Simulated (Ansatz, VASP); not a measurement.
## Zr3Ag in VASP and in Ansatz

```
CELL_PARAMETERS angstrom
4.29121 0.00000 0.00000
0.00000 4.29121 0.00000
0.00000 0.00000 4.31313
ATOMIC_POSITIONS crystal
Zr 0.50000 0.50000 0.00000
Zr 0.00000 0.50000 0.50000
Zr 0.50000 0.00000 0.50000
Ag 0.00000 0.00000 0.00000
```

Alike in both runs: functional LDA; k mesh 8 × 8 × 9; occupations fermi-dirac, width 0.05 eV; no spin polarisation.

Ansatz relaxed the structure, and its values are those at the end. VASP's run is a single point on that final structure, the one shown.

|  | VASP | Ansatz |
| --- | --- | --- |
| version | VASP 6.6.1 | Ansatz 0.2.0 |
| potentials or method | VASP PAW LDA potentials, release 64 (Zr_sv, Ag) | PAW with Ansatz's default frozen-core files, scalar-relativistic |
| plane-wave cutoff (eV) | 520 | 420 |
| valence electrons in the cell | 47 | 55 |

|  | VASP | Ansatz | Ansatz less VASP |
| --- | --- | --- | --- |
| pressure (GPa) | 0.2 | 0.0 | -0.15 |

LDA's correlation is that of Perdew and Zunger in VASP and of Perdew and Wang (1992) in Ansatz. VASP's potentials hold 47 valence electrons a cell and Ansatz's 55, so a difference there can come from the potentials and not from the codes.
